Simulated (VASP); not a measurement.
A run of VASP 6.6.1 is set up as follows.

Contents of INCAR:

```
SYSTEM = SrGaSi
ALGO = Normal
EDIFF = 1E-6
ENCUT = 500
GGA_COMPAT = .False.
ISIF = 2
ISMEAR = -1
LASPH = .True.
LCHARG = .True.
LORBIT = 11
LORBMOM = .True.
LREAL = .False.
LSORBIT = .True.
LVHAR = .True.
LWAVE = .False.
MAGMOM = 0 0 0 0 0 0 0 0 0
NBANDS = 40
NELM = 200
PREC = Accurate
SIGMA = 0.1
```

Contents of KPOINTS:

```
k-points
0
Gamma
  9 9 7
  0 0 0
```

POSCAR

```
SrGaSi
1.0
    4.1795770000      0.0000000000      0.0000000000
   -2.0897885000      3.6196198591      0.0000000000
    0.0000000000      0.0000000000      4.7358170000
Sr Ga Si
1 1 1
Direct
    0.0000000000      0.0000000000      0.0000000000
    0.3333333333      0.6666666667      0.5000000000
    0.6666666667      0.3333333333      0.5000000000
```

Potentials or basis: VASP PAW LDA potentials, release 64 (Sr_sv, Ga_d, Si).

Command:

```console
$ cat potpaw_LDA.64/Sr_sv/POTCAR potpaw_LDA.64/Ga_d/POTCAR potpaw_LDA.64/Si/POTCAR > POTCAR
$ mpirun -np 1 vasp_ncl > vasp.out
```

Task: Predict the net moment.

Result: 0.00 μB per cell.

Task: Estimate the pressure.

Result: -3.1 GPa.

Stress tensor (GPa, compression positive):
```
-3.08  0.00  0.00
 0.00 -3.08  0.00
 0.00  0.00 -3.22
```

Caveat: the cell stands under tension.
